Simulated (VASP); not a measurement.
# Sb (R-3m) in VASP: further runs

The runs below take Sb through single point, with RPBE+D4, PBE exchange alone.

Everything below comes from runs of VASP 6.6.1. Logs are shortened: lines on timing, memory, paths and dates and some standing lists are left out, and cuts for length are marked.

## 1. The cell of the first run

The structure is trigonal, space group R-3m (No. 166). Conventional cell: a = 4.250 Å, b = 4.250 Å, c = 11.122 Å, α = 90.00°, β = 90.00°, γ = 120.00°. Within 3.8 Å of Sb (site symmetry 3m) lie 6 Sb at 2.87 to 3.31 Å.

## 2. Single point, RPBE+D4

INCAR

```
SYSTEM = Sb
PREC = Accurate
ENCUT = 520
EDIFF = 1E-7
ISMEAR = -1
SIGMA = 0.05
LREAL = .False.
LASPH = .True.
NELM = 80
ALGO = Normal
ISIF = 2
LWAVE = .False.
LCHARG = .True.
GGA = RP
IVDW = 13
LELF = .True.
LVHAR = .True.
NBANDS = 12
```

KPOINTS

```
regular mesh
0
Gamma
  8 8 8
  0 0 0
```

POSCAR

```
Sb
1.0
    2.1250856202      1.2269187549      3.7072099901
   -2.1250856202      1.2269187549      3.7072099901
    0.0000000000     -2.4538375098      3.7072099901
Sb
2
Direct
    0.7665100000      0.7665100000      0.7665100000
    0.2334900000      0.2334900000      0.2334900000
```

Potentials or basis: VASP PAW PBE potentials, release 64 (Sb).

Command:

```sh
$ cat potpaw_PBE.64/Sb/POTCAR > POTCAR
$ mpirun -np 1 vasp_std > vasp.out
```

OUTCAR:

```text
SYSTEM = Sb
   PREC = Accurate
   ENCUT = 520
   EDIFF = 1E-7
   ISMEAR = -1
   LREAL = .False.
   LASPH = .True.
   NELM = 80
   ISIF = 2
   GGA = RP
   IVDW = 13

 ion  position               nearest neighbor table
   1  0.767  0.767  0.767-   2 2.87   2 2.87   2 2.87   2 3.31   2 3.31   2 3.31
   2  0.233  0.233  0.233-   1 2.87   1 2.87   1 2.87   1 3.31   1 3.31   1 3.31

  LATTYP: Found a trigonal (rhomboedric) cell.
 ALAT       =     4.4457535284
 COS(alpha) =     0.5430253624

  Lattice vectors:

 A1 = (   2.1250856202,   1.2269187549,   3.7072099901)
 A2 = (  -2.1250856202,   1.2269187549,   3.7072099901)
 A3 = (   0.0000000000,  -2.4538375098,   3.7072099901)

Analysis of symmetry for initial positions (statically):
=====================================================================
 Subroutine PRICEL returns:
 Original cell was already a primitive cell.

 Routine SETGRP: Setting up the symmetry group for a
 trigonal (rhombohedral) supercell.

 Subroutine GETGRP returns: Found 12 space group operations
 (whereof 12 operations were pure point group operations)
 out of a pool of 12 trial point group operations.

The static configuration has the point symmetry D_3d.

Analysis of symmetry for dynamics (positions and initial velocities):
=====================================================================
 Subroutine PRICEL returns:
 Original cell was already a primitive cell.

 Routine SETGRP: Setting up the symmetry group for a
 trigonal (rhombohedral) supercell.

 Subroutine GETGRP returns: Found 12 space group operations
 (whereof 12 operations were pure point group operations)
 out of a pool of 12 trial point group operations.

The dynamic configuration has the point symmetry D_3d.

 Subroutine INISYM returns: Found 12 space group operations
 (whereof 12 operations are pure point group operations),
 and found     1 'primitive' translations

----------------------------------------------------------------------------------------

                                     Primitive cell

  volume of cell :      57.9950

  direct lattice vectors                    reciprocal lattice vectors
     2.125085620  1.226918755  3.707209990     0.235284638  0.135841649  0.089914878
    -2.125085620  1.226918755  3.707209990    -0.235284638  0.135841649  0.089914878
     0.000000000 -2.453837510  3.707209990     0.000000000 -0.271683298  0.089914878

  length of vectors
     4.445753528  4.445753528  4.445753528     0.286175644  0.286175644  0.286175644

  position of ions in fractional coordinates (direct lattice)
     0.766510000  0.766510000  0.766510000
     0.233490000  0.233490000  0.233490000

  ion indices of the primitive-cell ions
[... 89 lines left out ...]
   EFERMI =   0.00;   METHOD = LEGACY
   ISMEAR =    -1;   SIGMA  =   0.05  broadening in eV -4-tet -1-fermi 0-gaus
   EFERMI_NEDOS =   21; number of points for ismear=-14 and -15
   IALGO  =     38    algorithm
   IMIX   =      4    mixing-type and parameters
     AMIX     =   0.40;   BMIX     =  1.00
     AMIX_MAG =   1.60;   BMIX_MAG =  1.00
  volume/ion in A,a.u.               =      29.00       195.68
  Fermi-wavevector in a.u.,A,eV,Ry     =   0.911195  1.721909 11.296592  0.830276
  Thomas-Fermi vector in A             =   2.035446
   LORBIT       =      0    0 simple, 1 ext, 2 COOP (PROOUT), +10 PAW based schemes
   GGA     = RP    functional components
   LHFCALC =     F    Hartree Fock is set to
   AEXX    =    0.0000 exact exchange contribution
   IVDW    =    13    specifies the selected vdW correction
   LEPSILON=     F    determine dielectric tensor
   LRPA    =     F    only Hartree local field effects (RPA)
 non-spin polarized calculation
  energy-cutoff  :      520.00
  volume of cell :       58.00
 maximum number of plane-waves:      1574
 NGX is ok and might be reduce to    36
   NGX = 17   NGY = 17   NGZ = 17

 number of electron      10.0000000 magnetization

 Free energy of the ion-electron system (eV)
  ---------------------------------------------------
  ext. energy  EPLUGINS =         0.00000000
  ---------------------------------------------------
  free energy    TOTEN  =        -7.42398501 eV

  energy without entropy =       -7.42105770  energy(sigma->0) =       -7.42252135

 E-fermi :   8.0368     XC(G=0):  -9.6381

 val. band max:        8.0343705801   @ k =   0.3750   0.1250   0.1250
 cond. band min:       8.1297439325   @ k =   0.5000   0.0000   0.0000
 fundamental gap:      0.0953733524
 Fermi energy:         8.0367886246

 k-point     1 :       0.0000    0.0000    0.0000
  band No.  band energies     occupation
      1      -5.1276      2.00000
      2       3.3915      2.00000
      3       5.7391      2.00000
      4       6.0263      2.00000
      5       6.0263      2.00000
      6       9.9918      0.00000
      7      10.6808      0.00000
      8      10.6808      0.00000
      9      12.9543      0.00000
     10      12.9543      0.00000
     11      13.1608      0.00000
     12      14.4468      0.00000
[... 331 lines left out ...]
 k-point    24 :       0.3750    0.1250    0.1250
  band No.  band energies     occupation
      1      -4.0826      2.00000
      2       0.3449      2.00000
      3       4.3645      2.00000
      4       6.2917      2.00000
      5       8.0344      1.02418
      6       8.2004      0.07310
      7       8.5703      0.00005
      8      11.0639      0.00000
      9      12.9029      0.00000
     10      13.8160      0.00000
     11      15.1113      0.00000
     12      16.9862      0.00000

 [... further k-points ...]

------------------------ aborting loop because EDIFF is reached ----------------------------------------

  DFT-D4 for vdW energy calculation

  Edisp (eV):   -1.95367

  FORCE on cell =-STRESS in cart. coord.  units (eV):
  Direction    XX          YY          ZZ          XY          YZ          ZX
  --------------------------------------------------------------------------------------
  -------------------------------------------------------------------------------------
  Total       0.58999     0.58999     0.16137     0.00000    -0.00000    -0.00000
  in kB      16.29923    16.29923     4.45806     0.00000    -0.00000    -0.00000
  external pressure =       12.35 kB  Pullay stress =        0.00 kB

 VOLUME and BASIS-vectors are now :
 -----------------------------------------------------------------------------
  energy-cutoff  :      520.00
  volume of cell :       58.00
      direct lattice vectors                 reciprocal lattice vectors
     2.125085620  1.226918755  3.707209990     0.235284638  0.135841649  0.089914878
    -2.125085620  1.226918755  3.707209990    -0.235284638  0.135841649  0.089914878
     0.000000000 -2.453837510  3.707209990     0.000000000 -0.271683298  0.089914878

 POSITION                                       TOTAL-FORCE (eV/Angst)
 -----------------------------------------------------------------------------------
      0.00000      0.00000      8.52484         0.000000      0.000000     -0.499485
      0.00000      0.00000      2.59679         0.000000      0.000000      0.499485
 -----------------------------------------------------------------------------------
    total drift:                                0.000000     -0.000000     -0.000000

  FREE ENERGIE OF THE ION-ELECTRON SYSTEM (eV)
  ---------------------------------------------------
  free  energy   TOTEN  =        -9.3776595412 eV

  energy  without entropy=       -9.3747322314  energy(sigma->0) =       -9.37619589
```

OSZICAR:

```text
N       E                     dE             d eps       ncg     rms          rms(c)
DAV:   1     0.356317080375E+02    0.35632E+02   -0.35962E+03  1560   0.658E+02
DAV:   2    -0.550287888804E+01   -0.41135E+02   -0.39611E+02  2036   0.109E+02
DAV:   3    -0.740017387092E+01   -0.18973E+01   -0.18842E+01  1908   0.257E+01
DAV:   4    -0.741622363767E+01   -0.16050E-01   -0.16047E-01  1808   0.285E+00
DAV:   5    -0.741641605496E+01   -0.19242E-03   -0.19242E-03  1872   0.340E-01    0.335E+00
DAV:   6    -0.742045421805E+01   -0.40382E-02   -0.28020E-03  1844   0.370E-01    0.205E+00
DAV:   7    -0.742367402025E+01   -0.32198E-02   -0.75005E-03  1800   0.597E-01    0.805E-02
DAV:   8    -0.742391225361E+01   -0.23823E-03   -0.27874E-04  1896   0.103E-01    0.270E-02
DAV:   9    -0.742398136054E+01   -0.69107E-04   -0.10834E-04  1752   0.616E-02    0.522E-03
DAV:  10    -0.742398410628E+01   -0.27457E-05   -0.59238E-06  1908   0.144E-02    0.239E-03
DAV:  11    -0.742398442437E+01   -0.31809E-06   -0.10370E-06  1820   0.627E-03    0.182E-03
DAV:  12    -0.742398494990E+01   -0.52553E-06   -0.47890E-08  1340   0.134E-03    0.289E-04
DAV:  13    -0.742398500897E+01   -0.59070E-07   -0.29547E-08  1176   0.114E-03
   1 F= -.93776595E+01 E0= -.93761959E+01  d E =-.292731E-02
```

Wall time 19 s (1 thread of Intel Xeon 6975P-C (Granite Rapids), shared host); peak memory 0.22 GiB.

Results:

```yaml
Free_energy: -9.3777 eV
Pressure: 1.2 GPa
Largest_force: 0.499 eV/Å
Band_gap_on_the_k_mesh: zero (band 5 reaches 8.03 eV, above the bottom of band 6 at 7.75 eV)
Dispersion_energy_per_atom: -0.977 eV
```

Forces in eV/Å, atoms in the order of the input:
```
Sb   0.000  0.000 -0.499
Sb   0.000  0.000  0.499
```

Levels at points of the mesh, in eV from the Fermi level:
| k point | band 1 | band 2 | band 3 | band 4 | band 5 | band 6 | band 7 | band 8 | band 9 | band 10 |
| --- | --- | --- | --- | --- | --- | --- | --- | --- | --- | --- |
| (0.00, 0.00, 0.00) | -13.16 | -4.65 | -2.30 | -2.01 | -2.01 | 1.96 | 2.64 | 2.64 | 4.92 | 4.92 |
| (0.50, 0.00, 0.00) | -10.69 | -9.93 | -2.18 | -2.04 | -0.42 | -0.29 | 0.09 | 0.35 | 7.53 | 8.16 |
| (0.50, 0.50, 0.00) | -10.65 | -8.17 | -5.77 | -4.07 | -3.98 | 1.28 | 5.06 | 5.63 | 7.23 | 8.62 |
| (0.50, 0.50, 0.50) | -11.55 | -9.26 | -1.52 | -1.52 | -0.51 | -0.03 | -0.03 | 1.13 | 6.99 | 8.56 |

Caveat: the PAW data sets were made with another functional, which shifts forces and pressure a little; spin-orbit coupling is left out, which moves the levels of the heavy elements; pairwise dispersion overbinds metals, which lowers pressure and volume.

## 3. Single point, PBE exchange alone

INCAR

```
PREC     = Accurate       # precision mode
ENCUT    = 520            # plane-wave cutoff, eV
EDIFF    = 1E-6           # SCF threshold, eV
ISMEAR   = -1             # smearing method
SIGMA    = 0.05           # smearing width, eV
LREAL    = F              # projectors in reciprocal space
LASPH    = T              # aspherical terms in the spheres
NELM     = 60             # most SCF steps
ALGO     = Normal         # electronic algorithm
ISIF     = 2              # what is computed and relaxed
LWAVE    = F              # write WAVECAR
LCHARG   = F              # write CHGCAR
GGA      = PE             # functional
ALDAC    = 0.0          
AGGAC    = 0.0          
NBANDS   = 12             # bands
```

KPOINTS

```
regular mesh
0
Gamma
  8 8 8
```

POSCAR is that of step 2.

Potentials or basis: VASP PAW PBE potentials, release 64 (Sb).

Command:

```sh
$ cat potpaw_PBE.64/Sb/POTCAR > POTCAR
$ mpirun -np 1 vasp_std > vasp.out
```

OUTCAR:

```text
PREC = Accurate
   ENCUT = 520
   EDIFF = 1E-6
   ISMEAR = -1
   LREAL = F
   LASPH = T
   NELM = 60
   ISIF = 2
   GGA = PE

 ion  position               nearest neighbor table
   1  0.767  0.767  0.767-   2 2.87   2 2.87   2 2.87   2 3.31   2 3.31   2 3.31
   2  0.233  0.233  0.233-   1 2.87   1 2.87   1 2.87   1 3.31   1 3.31   1 3.31

  LATTYP: Found a trigonal (rhomboedric) cell.
 ALAT       =     4.4457535284
 COS(alpha) =     0.5430253624

  Lattice vectors:

 A1 = (   2.1250856202,   1.2269187549,   3.7072099901)
[... 537 lines left out ...]
      7       9.9910      0.00009
      8      12.4813      0.00000
      9      14.5668      0.00000
     10      15.4531      0.00000
     11      16.7464      0.00000
     12      18.6177      0.00000

 [... further k-points ...]
[... 5 lines left out ...]
  --------------------------------------------------------------------------------------
  -------------------------------------------------------------------------------------
  Total        5.9938376      5.9938376      5.5182028      0.0000000     -0.0000000      0.0000000
  in kB      165.5864819    165.5864819    152.4465388      0.0000000     -0.0000000      0.0000000
  external PRESSURE =     161.2065009 kB  Pullay stress =       0.0000000 kB

 VOLUME and BASIS-vectors are now :
 -----------------------------------------------------------------------------
  energy-cutoff  :      520.00
  volume of cell :       58.00
      direct lattice vectors                 reciprocal lattice vectors
     2.125085620  1.226918755  3.707209990     0.235284638  0.135841649  0.089914878
    -2.125085620  1.226918755  3.707209990    -0.235284638  0.135841649  0.089914878
     0.000000000 -2.453837510  3.707209990     0.000000000 -0.271683298  0.089914878

 POSITION                                       TOTAL-FORCE (eV/Angst)
 -----------------------------------------------------------------------------------
      0.00000      0.00000      8.52484         0.000000      0.000000     -0.596716
      0.00000      0.00000      2.59679         0.000000     -0.000000      0.596716
 -----------------------------------------------------------------------------------
    total drift:                                0.000000     -0.000000     -0.000000

  FREE ENERGIE OF THE ION-ELECTRON SYSTEM (eV)
  ---------------------------------------------------
  free  energy   TOTEN  =        -5.0035833370 eV

  energy  without entropy=       -5.0005859853  energy(sigma->0) =       -5.00208466
```

Run time: 16 s. Hardware: 1 thread of Intel Xeon 6975P-C (Granite Rapids), shared host; peak memory 0.21 GiB.

What came out:

```
Free energy            : -5.0036 eV
Pressure               : 16.1 GPa
Largest force          : 0.597 eV/Å
Band gap on the k mesh : zero (band 5 reaches 9.50 eV, above the bottom of band 6 at 9.24 eV)
```

Forces on the atoms (eV/Å):
```
Sb   0.000  0.000 -0.597
Sb   0.000  0.000  0.597
```

Stress tensor (GPa, compression positive):
```
16.56  0.00  0.00
 0.00 16.56  0.00
 0.00  0.00 15.24
```

Caveat: spin-orbit coupling is left out, which moves the levels of the heavy elements.
